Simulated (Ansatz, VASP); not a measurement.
## One calculation of Ti, two programs

```
Ti
1.0
     4.57364    0.00000    0.00000
    -2.28682    3.96089    0.00000
     0.00000    0.00000    2.82550
Ti
3
Cartesian
  0.0000 0.0000 0.0000
  0.0000 2.6406 1.4128
  2.2868 1.3203 1.4128
```

Alike in both runs: functional r2SCAN; k mesh 15 × 15 × 20; occupations fermi-dirac, width 0.15 eV; no spin polarisation.

Ansatz relaxed the structure, and its values are those at the end. VASP's run is a single point on that final structure, the one shown.

|  | VASP | Ansatz |
| --- | --- | --- |
| version | VASP 6.6.1 | Ansatz 0.2.0 |
| potentials or method | VASP PAW PBE potentials, release 64 (Ti_sv), cutoff 520 eV | scalar-relativistic, plane waves, PAW |
| valence electrons in the cell | 36 | 36 |

Ansatz gave:

- gap on the k mesh at the Fermi level (eV): none
- pressure (GPa): 0.0

Q: Estimate VASP's values.

A: gap on the k mesh at the Fermi level (eV): none; pressure (GPa): 0.4.

VASP's potentials were made for PBE, not for r2SCAN. A gap of «none» marks a metal or a gap that the smearing closes.
